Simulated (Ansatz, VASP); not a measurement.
NaH: VASP beside Ansatz

The input POSCAR:

```
NaH
1.0
    3.9924514829      0.0000000000      0.0000000000
   -1.9962257414      3.4575644076      0.0000000000
    0.0000000000      0.0000000000      4.8761320738
Na H
2 2
Direct
    0.3333333333      0.6666666667      0.2500000000
    0.6666666667      0.3333333333      0.7500000000
    0.6666666667      0.3333333333      0.2500000000
    0.3333333333      0.6666666667      0.7500000000
```

Contents of INCAR.step1:

```
SYSTEM = NaH
PREC     = Accurate       ! precision mode
ENCUT    = 520            ! plane-wave cutoff, eV
ISMEAR   = 0              ! smearing method
SIGMA    = 0.01           ! smearing width, eV
LREAL    = .FALSE.        ! projectors in reciprocal space
LASPH    = .TRUE.         ! aspherical terms in the spheres
NELM     = 60             ! most SCF steps
NBANDS   = 16             ! bands
GGA      = PE             ! functional
ALGO     = Normal         ! electronic algorithm
EDIFF    = 1E-4           ! SCF threshold, eV
LWAVE    = .TRUE.         ! write WAVECAR
LCHARG   = .FALSE.        ! write CHGCAR
```

File INCAR.step2:

```
SYSTEM = NaH
PREC     = Accurate       ! precision mode
ENCUT    = 520            ! plane-wave cutoff, eV
EDIFF    = 1E-6           ! SCF threshold, eV
ISMEAR   = 0              ! smearing method
SIGMA    = 0.01           ! smearing width, eV
LREAL    = .FALSE.        ! projectors in reciprocal space
LASPH    = .TRUE.         ! aspherical terms in the spheres
NELM     = 60             ! most SCF steps
ALGO     = Normal         ! electronic algorithm
ISIF     = 2              ! what is computed and relaxed
LWAVE    = .FALSE.        ! write WAVECAR
LCHARG   = .TRUE.         ! write CHGCAR
METAGGA  = R2SCAN         ! meta-GGA
LMIXTAU  = .TRUE.       
LELF     = .TRUE.         ! ELF
LVHAR    = .TRUE.       
NBANDS   = 16             ! bands
ISTART   = 1
```

The input KPOINTS:

```
regular mesh
0
G
  6 6 4
  0 0 0
```

Input for Ansatz:

```yaml
crystal:
  lattice:
    - [3.9924514829, 0.0, 0.0]
    - [-1.9962257414, 3.4575644076, 0.0]
    - [0.0, 0.0, 4.8761320738]
  atoms:
    - { symbol: Na, position: [0.3333333333, 0.6666666667, 0.25] }
    - { symbol: Na, position: [0.6666666667, 0.3333333333, 0.75] }
    - { symbol: H, position: [0.6666666667, 0.3333333333, 0.25] }
    - { symbol: H, position: [0.3333333333, 0.6666666667, 0.75] }
kpoints:
  mp_grid: { grid: [6, 6, 4] }
hamiltonian:
  xc: r2scan
scf:
  occupations: { method: fixed }
  n_extra_bands: 5
output:
  forces: true
  stress: true
  eigenvalues: true
```

Alike in both runs: task single point; functional r2SCAN; k mesh 6 × 6 × 4; no spin polarisation.

```csv
,VASP,Ansatz
version,VASP 6.6.1,Ansatz 0.2.0
potentials or method,"VASP PAW PBE potentials, release 64 (Na_pv, H)","plane waves, PAW"
plane-wave cutoff (eV),520,500
occupations,"gaussian, width 0.01 eV",fixed
valence electrons in the cell,16,20
```

Ansatz gave:

| Item | Value |
| --- | --- |
| gap on the k mesh at the Fermi level (eV) | 3.66 |
| pressure (GPa) | -0.6 |
| traceless stress, the component that is largest in VASP (GPa) | -0.04 |

Problem. What did VASP give for the same quantities?

Solution. gap on the k mesh at the Fermi level (eV): 3.67; pressure (GPa): -0.8; traceless stress, the component that is largest in VASP (GPa): -0.09.

VASP's potentials were made for PBE, not for r2SCAN. VASP's potentials hold 16 valence electrons a cell and Ansatz's 20, so a difference there can come from the potentials and not from the codes.
